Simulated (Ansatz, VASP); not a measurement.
## P: VASP beside Ansatz

```
P
1.0
     3.85562    0.00000    0.00000
    -1.92781    3.33906    0.00000
     0.00000    0.00000    9.95688
P
4
Direct
  0.00000 0.00000 0.25000
  0.00000 0.00000 0.75000
  0.33333 0.66667 0.75000
  0.66667 0.33333 0.25000
```

Alike in both runs: functional PBE; k mesh 6 × 6 × 2; occupations gaussian, width 0.1 eV; no spin polarisation.

Ansatz relaxed the structure, and its values are those at the end. VASP's run is a single point on that final structure, the one shown.

|  | VASP | Ansatz |
| --- | --- | --- |
| version | VASP 6.6.1 | Ansatz 0.2.0 |
| potentials or method | VASP PAW PBE potentials, release 64 (P), cutoff 520 eV | scalar-relativistic, plane waves, PAW |
| valence electrons in the cell | 20 | 20 |

```csv
,VASP,Ansatz,Ansatz less VASP
gap on the k mesh at the Fermi level (eV),none,none,-
pressure (GPa),-0.1,0.1,+0.18
```

A gap of «none» marks a metal or a gap that the smearing closes. With one functional, cell and mesh, what is left measures potentials, basis and numerics.
